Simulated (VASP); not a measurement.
# Ge (Cmmm) in VASP: further runs

The runs below take Ge through single point, with PBEsol.

Program: VASP 6.6.1. These are calculated values, not measurements. Logs are shortened: lines on timing, memory, paths and dates and some standing lists are left out, and cuts for length are marked.

### Step 1. The cell of the first run

The structure is orthorhombic, space group Cmmm (No. 65). Conventional cell: a = 2.819 Å, b = 5.247 Å, c = 2.722 Å, α = 90.00°, β = 90.00°, γ = 90.00°. Ge (site symmetry mmm) has 8 Ge at 2.72 to 2.98 Å within 3.6 Å.

### Step 2. Single point, PBEsol

INCAR

```
SYSTEM = Ge
PREC = Accurate
ENCUT = 520
EDIFF = 1E-7
ISMEAR = -1
SIGMA = 0.1
LREAL = .False.
LASPH = .True.
NELM = 80
ALGO = Normal
ISIF = 2
LWAVE = .False.
LCHARG = .False.
GGA = PS
NBANDS = 13
```

KPOINTS

```
Automatic mesh
0
Gamma
  12 12 11
  0 0 0
```

POSCAR

```
Ge
1.0
    1.4094593171     -2.6234292159      0.0000000000
    1.4094593171      2.6234292159      0.0000000000
    0.0000000000      0.0000000000      2.7220051853
Ge
1
Direct
    0.5000000000      0.5000000000      0.0000000000
```

Potentials or basis: VASP PAW PBE potentials, release 64 (Ge_d).

Command:

```bash
> cat potpaw_PBE.64/Ge_d/POTCAR > POTCAR
> mpirun -np 1 vasp_std > vasp.out
```

OUTCAR:

```text
SYSTEM = Ge
   PREC = Accurate
   ENCUT = 520
   EDIFF = 1E-7
   ISMEAR = -1
   LREAL = .False.
   LASPH = .True.
   NELM = 80
   ISIF = 2
   GGA = PS

 ion  position               nearest neighbor table
   1  0.500  0.500  0.000-

  LATTYP: Found a base centered orthorhombic cell.
 ALAT       =     2.8189186342
 B/A-ratio  =     1.8613018369
 C/A-ratio  =     0.9656203454

  Lattice vectors:

 A1 = (   1.4094593171,  -2.6234292159,   0.0000000000)
 A2 = (   1.4094593171,   2.6234292159,   0.0000000000)
 A3 = (   0.0000000000,   0.0000000000,   2.7220051853)

Analysis of symmetry for initial positions (statically):
=====================================================================
 Subroutine PRICEL returns:
 Original cell was already a primitive cell.

 Routine SETGRP: Setting up the symmetry group for a
 base centered orthorhombic supercell.

 Subroutine GETGRP returns: Found  8 space group operations
 (whereof  8 operations were pure point group operations)
 out of a pool of  8 trial point group operations.

The static configuration has the point symmetry D_2h.

Analysis of symmetry for dynamics (positions and initial velocities):
=====================================================================
 Subroutine PRICEL returns:
 Original cell was already a primitive cell.

 Routine SETGRP: Setting up the symmetry group for a
 base centered orthorhombic supercell.

 Subroutine GETGRP returns: Found  8 space group operations
 (whereof  8 operations were pure point group operations)
 out of a pool of  8 trial point group operations.

The dynamic configuration has the point symmetry D_2h.

 Subroutine INISYM returns: Found  8 space group operations
 (whereof  8 operations are pure point group operations),
 and found     1 'primitive' translations

----------------------------------------------------------------------------------------

                                     Primitive cell

  volume of cell :      20.1299

  direct lattice vectors                    reciprocal lattice vectors
     1.409459317 -2.623429216  0.000000000     0.354745961 -0.190590239  0.000000000
     1.409459317  2.623429216  0.000000000     0.354745961  0.190590239  0.000000000
     0.000000000  0.000000000  2.722005185     0.000000000  0.000000000  0.367376229

  length of vectors
     2.978079317  2.978079317  2.722005185     0.402702540  0.402702540  0.367376229

  position of ions in fractional coordinates (direct lattice)
     0.500000000  0.500000000  0.000000000

  ion indices of the primitive-cell ions
   primitive index   ion index
                 1           1

[... 80 lines left out ...]
   TEBEG  =    0.0;   TEEND  =   0.0 temperature during run
   PSTRESS=    0.0 pullay stress
   NELECT =      14.0000    total number of electrons
   NUPDOWN=      -1.0000    fix difference up-down
   EMIN   =  10.00;   EMAX   =-10.00  energy-range for DOS
   EFERMI =   0.00;   METHOD = LEGACY
   ISMEAR =    -1;   SIGMA  =   0.10  broadening in eV -4-tet -1-fermi 0-gaus
   EFERMI_NEDOS =   21; number of points for ismear=-14 and -15
   IALGO  =     38    algorithm
   IMIX   =      4    mixing-type and parameters
     AMIX     =   0.40;   BMIX     =  1.00
     AMIX_MAG =   1.60;   BMIX_MAG =  1.00
  volume/ion in A,a.u.               =      20.13       135.84
  Fermi-wavevector in a.u.,A,eV,Ry     =   1.450454  2.740960 28.624157  2.103816
  Thomas-Fermi vector in A             =   2.568064
   LORBIT       =      0    0 simple, 1 ext, 2 COOP (PROOUT), +10 PAW based schemes
   GGA     = PS    functional components
   LHFCALC =     F    Hartree Fock is set to
   AEXX    =    0.0000 exact exchange contribution
   IVDW    =     0    specifies the selected vdW correction
   LEPSILON=     F    determine dielectric tensor
   LRPA    =     F    only Hartree local field effects (RPA)
 non-spin polarized calculation
  energy-cutoff  :      520.00
  volume of cell :       20.13
 maximum number of plane-waves:       557
 NGX is ok and might be reduce to    24
   NGX = 11   NGY = 11   NGZ = 11

 number of electron      14.0000008 magnetization

 Free energy of the ion-electron system (eV)
  ---------------------------------------------------
  ext. energy  EPLUGINS =         0.00000000
  ---------------------------------------------------
  free energy    TOTEN  =        -4.72016384 eV

  energy without entropy =       -4.70402077  energy(sigma->0) =       -4.71209231

 E-fermi :   5.8223     XC(G=0): -11.0584

 val. band max:        5.8038773252   @ k =   0.5000   0.3333   0.3636
 cond. band min:       5.8241102790   @ k =  -0.2500   0.2500   0.0000
 fundamental gap:      0.0202329538
 Fermi energy:         5.8223311747

 k-point     1 :       0.0000    0.0000    0.0000
  band No.  band energies     occupation
      1     -18.8432      2.00000
      2     -18.7865      2.00000
      3     -18.7392      2.00000
      4     -18.6455      2.00000
      5     -18.6270      2.00000
      6      -6.8568      2.00000
      7      12.3100      0.00000
      8      12.7479      0.00000
      9      14.2071      0.00000
     10      15.8732      0.00000
     11      18.0964      0.00000
     12      20.3128      0.00000
     13      20.6237      0.00000
[... 354 lines left out ...]
  band No.  band energies     occupation
      1     -18.8020      2.00000
      2     -18.7575      2.00000
      3     -18.6909      2.00000
      4     -18.6689      2.00000
      5     -18.6491      2.00000
      6      -3.9798      2.00000
      7       4.5601      1.99999
      8       6.5164      0.00193
      9      14.8356      0.00000
     10      18.3303      0.00000
     11      19.4463      0.00000
     12      24.3825      0.00000
     13      25.1817      0.00000

 [... further k-points ...]

------------------------ aborting loop because EDIFF is reached ----------------------------------------

  FORCE on cell =-STRESS in cart. coord.  units (eV):
  Direction    XX          YY          ZZ          XY          YZ          ZX
  --------------------------------------------------------------------------------------
  -------------------------------------------------------------------------------------
  Total       -0.6195504     -0.9827202     -0.5491432     -0.0000000      0.0000000      0.0000000
  in kB      -49.3112932    -78.2167238    -43.7074345     -0.0000000      0.0000000      0.0000000
  external PRESSURE =     -57.0784838 kB  Pullay stress =       0.0000000 kB

 VOLUME and BASIS-vectors are now :
 -----------------------------------------------------------------------------
  energy-cutoff  :      520.00
  volume of cell :       20.13
      direct lattice vectors                 reciprocal lattice vectors
     1.409459317 -2.623429216  0.000000000     0.354745961 -0.190590239  0.000000000
     1.409459317  2.623429216  0.000000000     0.354745961  0.190590239  0.000000000
     0.000000000  0.000000000  2.722005185     0.000000000  0.000000000  0.367376229

 POSITION                                       TOTAL-FORCE (eV/Angst)
 -----------------------------------------------------------------------------------
      1.40946      0.00000      0.00000         0.000000      0.000000      0.000000
 -----------------------------------------------------------------------------------
    total drift:                               -0.000000     -0.000000     -0.000000

  FREE ENERGIE OF THE ION-ELECTRON SYSTEM (eV)
  ---------------------------------------------------
  free  energy   TOTEN  =        -4.7201638441 eV

  energy  without entropy=       -4.7040207745  energy(sigma->0) =       -4.71209231
```

Run time: 85 s. Hardware: 1 thread of AMD EPYC 7R13, shared host; peak memory 0.15 GiB.

Results:

| Quantity | Value |
| --- | --- |
| Free energy | -4.7202 eV |
| Pressure | -5.7 GPa |
| Band gap on the k mesh | zero (bands 7 and 8 overlap by 9.60 eV) |

Stress tensor (GPa, compression positive):
```
-4.93  0.00  0.00
 0.00 -7.82  0.00
 0.00  0.00 -4.37
```

Caveat: the cell stands under tension; the PAW data sets were made with another functional, which shifts forces and pressure a little.

### Step 3. Single point, PBEsol

This run uses another cell than the first one, of 20.65 Å³/atom.

INCAR

```
PREC     = Accurate       # precision mode
ENCUT    = 520            # plane-wave cutoff, eV
EDIFF    = 1E-6           # SCF threshold, eV
ISMEAR   = -1             # smearing method
SIGMA    = 0.1            # smearing width, eV
LREAL    = False          # projectors in reciprocal space
LASPH    = True           # aspherical terms in the spheres
NELM     = 100            # most SCF steps
ALGO     = Normal         # electronic algorithm
ISIF     = 2              # what is computed and relaxed
LWAVE    = False          # write WAVECAR
LCHARG   = False          # write CHGCAR
GGA      = PS             # functional
NBANDS   = 13             # bands
```

KPOINTS

```
Automatic mesh
0
Gamma
  12 12 11
```

POSCAR

```
Ge
1.0
    1.4215582721     -2.6459490231      0.0000000000
    1.4215582721      2.6459490231      0.0000000000
    0.0000000000      0.0000000000      2.7453711796
Ge
1
Direct
    0.5000000000      0.5000000000      0.0000000000
```

Potentials or basis: VASP PAW PBE potentials, release 64 (Ge_d).

Command:

```bash
> cat potpaw_PBE.64/Ge_d/POTCAR > POTCAR
> mpirun -np 1 vasp_std > vasp.out
```

Run time: 69 s. Hardware: 1 thread of AMD EPYC 7R13, shared host; peak memory 0.15 GiB.

It converged, with:

* Free energy: -4.7001 eV
* Pressure: -6.9 GPa
* Band gap on the k mesh: zero (bands 7 and 8 overlap by 9.36 eV)

Stress tensor (GPa, compression positive):
```
-6.30  0.00  0.00
 0.00 -8.83  0.00
 0.00  0.00 -5.58
```

Levels at points of the mesh, in eV from the Fermi level:
```tsv
k point	band 5	band 6	band 7	band 8	band 9	band 10
(0.00, 0.00, 0.00)	-24.44	-12.47	6.36	6.76	8.17	9.95
(0.50, 0.00, 0.00)	-24.47	-7.74	-5.01	3.29	7.30	9.94
(0.50, 0.50, 0.00)	-24.45	-8.55	-5.21	4.98	8.92	9.33
```

Caveat: the cell stands under tension; the PAW data sets were made with another functional, which shifts forces and pressure a little.
